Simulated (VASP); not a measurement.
The system is KBr.

```
K Br
1.0
     0.00000    3.68830    3.68830
     3.66469    0.00000    3.68830
     3.66469    3.68830    0.00000
K Br
1 1
Direct
  0.00000 0.00000 0.00000
  0.25000 0.25000 0.25000
```

This cell differs from its parent crystal: uniaxial x strain -0.6%.

Program: VASP 6.6.1. Alike in all runs: task single point; potentials or basis VASP PAW PBE potentials, release 64 (K_sv, Br); no spin polarisation; cell as given; cutoff (eV) 520.

Question: Order these runs on this cell by their band gap on the k mesh, lowest first.
A. level r2SCAN; k mesh 6 × 6 × 6; smearing gaussian 0.01 eV
B. level HSE06; k mesh 4 × 4 × 4; smearing gaussian 0.01 eV; grid for exact exchange (PRECFOCK) Normal; share of exact exchange 0.25; screening parameter 0.2079 1/Å
C. level PBE; k mesh 6 × 6 × 6; smearing fermi-dirac 0.02 eV

Answer: C (4.29 eV), A (4.85 eV), B (5.40 eV).

Caveats: the structure was generated, so it needn't be the stable form of KBr.

A k mesh can miss the band edges.
